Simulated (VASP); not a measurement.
Input of a VASP 6.6.1 run:

File INCAR:

```
  ALGO = Normal
  EDIFF = 1E-6
  ENCUT = 500
  GGA = PE
  GGA_COMPAT = False
  ISIF = 2
  ISMEAR = 0
  LASPH = True
  LCHARG = False
  LREAL = False
  LWAVE = False
  NBANDS = 16
  NELM = 120
  PREC = Accurate
  SIGMA = 0.01
```

Contents of KPOINTS:

```
k-points
0
Gamma
  3 3 3
```

The input POSCAR:

```
ZnS
1.0
    0.0000000000      2.6679482220      2.6679482220
    2.6679482220      0.0000000000      2.6679482220
    2.6679482220      2.6679482220      0.0000000000
Zn S
1 1
Direct
    0.0000000000      0.0000000000      0.0000000000
    0.2500000000      0.2500000000      0.2500000000
```

Potentials or basis: VASP PAW PBE potentials, release 64 (Zn, S).

Run with:

```console
$ cat potpaw_PBE.64/Zn/POTCAR potpaw_PBE.64/S/POTCAR > POTCAR
$ mpirun -np 1 vasp_std > vasp.out
```

Q: Predict the pressure.

A: 6.3 GPa.

Q: Predict the band gap on the k mesh.

A: 2.25 eV, direct.

Caveat: the k points lie up to 0.68 Å⁻¹ apart. As with any semilocal functional, this PBE gap is likely too small.
